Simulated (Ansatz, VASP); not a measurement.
AlN in VASP and in Ansatz

```xyz
8
Lattice="4.4025 0.0000 0.0000 0.0000 -4.4025 0.0000 0.0000 0.0000 -4.4025" Properties=species:S:1:pos:R:3 pbc="T T T"
Al   -0.3564    0.3780    0.3564
Al    2.2013   -2.2013    0.0000
Al    2.2013    0.0000   -2.2013
Al    0.0000   -2.2013   -2.2013
N     3.3019   -3.3019   -3.3019
N     1.1006   -1.1006   -3.3019
N     1.1006   -3.3019   -1.1006
N     3.3019   -1.1006   -1.1006
```

Alike in both runs: task single point; functional PBE; k mesh 6 × 6 × 6; occupations gaussian, width 0.05 eV; no spin polarisation.

|  | VASP | Ansatz |
| --- | --- | --- |
| version | VASP 6.6.1 | Ansatz 0.2.0 |
| potentials or method | VASP PAW PBE potentials, release 64 (Al, N), cutoff 520 eV | scalar-relativistic, plane waves, PAW |
| valence electrons in the cell | 32 | 32 |

VASP gave:

- gap on the k mesh at the Fermi level (eV): 1.96
- least direct gap on the mesh (eV): 2.09
- rms of the force components (eV/Å): 12.970

**Question.** Which values does Ansatz return?

**Answer.** gap on the k mesh at the Fermi level (eV): 1.96; least direct gap on the mesh (eV): 2.10; rms of the force components (eV/Å): 13.343.

Atom by atom the forces differ by 0.375 eV/Å (rms over components).
